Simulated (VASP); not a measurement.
Input of a VASP 6.6.1 run:

Contents of INCAR:

```
SYSTEM = Cu
ALGO     = Normal         ! electronic algorithm
EDIFF    = 1E-7           ! SCF threshold, eV
ENCUT    = 520            ! plane-wave cutoff, eV
GGA      = PE             ! functional
ISIF     = 2              ! what is computed and relaxed
ISMEAR   = -1             ! smearing method
LASPH    = .True.         ! aspherical terms in the spheres
LCHARG   = .True.         ! write CHGCAR
LELF     = .True.         ! ELF
LREAL    = .False.        ! projectors in reciprocal space
LVHAR    = .True.       
LWAVE    = .False.        ! write WAVECAR
NBANDS   = 18             ! bands
NELM     = 60             ! most SCF steps
PREC     = Accurate       ! precision mode
SIGMA    = 0.08           ! smearing width, eV
```

Contents of KPOINTS:

```
k-points
0
Gamma
  13 13 13
  0 0 0
```

The input POSCAR:

```
Cu
1.0
    0.0000000000      2.1245320750      2.1245320750
    2.1245320750      0.0000000000      2.1245320750
    2.1245320750      2.1245320750      0.0000000000
Cu
2
Direct
   -0.1250000000     -0.1250000000     -0.1250000000
    0.1250000000      0.1250000000      0.1250000000
```

Potentials or basis: VASP PAW PBE potentials, release 64 (Cu).

The run is started by

```bash
$ cat potpaw_PBE.64/Cu/POTCAR > POTCAR
$ mpirun -np 1 vasp_std > vasp.out
```

Estimate the pressure.

207.2 GPa.

What does it give for the band gap on the k mesh?

Zero (band 11 reaches 12.18 eV, above the bottom of band 12 at 11.13 eV).
